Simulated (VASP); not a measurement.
Input of a VASP 6.6.1 run:

The input POSCAR:

```
Ga2BAs3
1.0
   -1.8859870426      1.8859870426      8.2298272131
    1.8859870426     -1.8859870426      8.2298272131
    1.8859870426      1.8859870426     -8.2298272131
B As Ga
1 3 2
Direct
    0.0000000000      0.0000000000      0.0000000000
    0.4311894255      0.9311894255      0.5000000000
    0.7500000000      0.2500000000      0.5000000000
    0.0688105745      0.5688105745      0.5000000000
    0.3399849755      0.3399849755      0.0000000000
    0.6600150245      0.6600150245      0.0000000000
```

Contents of INCAR.step1:

```
SYSTEM = Ga2BAs3
ALGO     = Normal         ! electronic algorithm
EDIFF    = 1E-5           ! SCF threshold, eV
ENCUT    = 550            ! plane-wave cutoff, eV
GGA      = PE             ! functional
GGA_COMPAT= .FALSE.      
ISMEAR   = -1             ! smearing method
LASPH    = .TRUE.         ! aspherical terms in the spheres
LCHARG   = .FALSE.        ! write CHGCAR
LREAL    = .FALSE.        ! projectors in reciprocal space
LWAVE    = .TRUE.         ! write WAVECAR
NBANDS   = 31             ! bands
NELM     = 120            ! most SCF steps
PREC     = Accurate       ! precision mode
SIGMA    = 0.02           ! smearing width, eV
```

INCAR.step2

```
SYSTEM = Ga2BAs3
ALGO     = Normal         ! electronic algorithm
EDIFF    = 1E-6           ! SCF threshold, eV
ENCUT    = 550            ! plane-wave cutoff, eV
GGA_COMPAT= .FALSE.      
ISIF     = 2              ! what is computed and relaxed
ISMEAR   = -1             ! smearing method
ISTART   = 1            
LASPH    = .TRUE.         ! aspherical terms in the spheres
LCHARG   = .TRUE.         ! write CHGCAR
LELF     = .TRUE.         ! ELF
LMIXTAU  = .TRUE.       
LREAL    = .FALSE.        ! projectors in reciprocal space
LVHAR    = .TRUE.       
LWAVE    = .FALSE.        ! write WAVECAR
METAGGA  = R2SCAN         ! meta-GGA
NBANDS   = 31             ! bands
NELM     = 120            ! most SCF steps
PREC     = Accurate       ! precision mode
SIGMA    = 0.02           ! smearing width, eV
```

File KPOINTS:

```
k-points
0
G
  8 8 8
  0 0 0
```

Potentials or basis: VASP PAW PBE potentials, release 64 (B, As, Ga_d).

The run is started by

```bash
$ cat potpaw_PBE.64/B/POTCAR potpaw_PBE.64/As/POTCAR potpaw_PBE.64/Ga_d/POTCAR > POTCAR
$ cp INCAR.step1 INCAR
$ mpirun -np 1 vasp_std > vasp.out
$ cp INCAR.step2 INCAR
$ mpirun -np 1 vasp_std > vasp.out
```

Q: Predict the pressure.

A: 0.1 GPa.

Q: What does it give for the band gap on the k mesh?

A: 0.87 eV.

Q: Predict the largest force.

A: 0.010 eV/Å.

Forces in eV/Å, atoms in the order of the input:
```
B    0.000  0.000  0.000
As   0.000  0.000  0.003
As   0.000  0.000  0.000
As   0.000  0.000 -0.003
Ga   0.000  0.000  0.010
Ga   0.000  0.000 -0.010
```

Caveat: the PAW data sets were made with another functional, which shifts forces and pressure a little. A k mesh can miss the band edges.
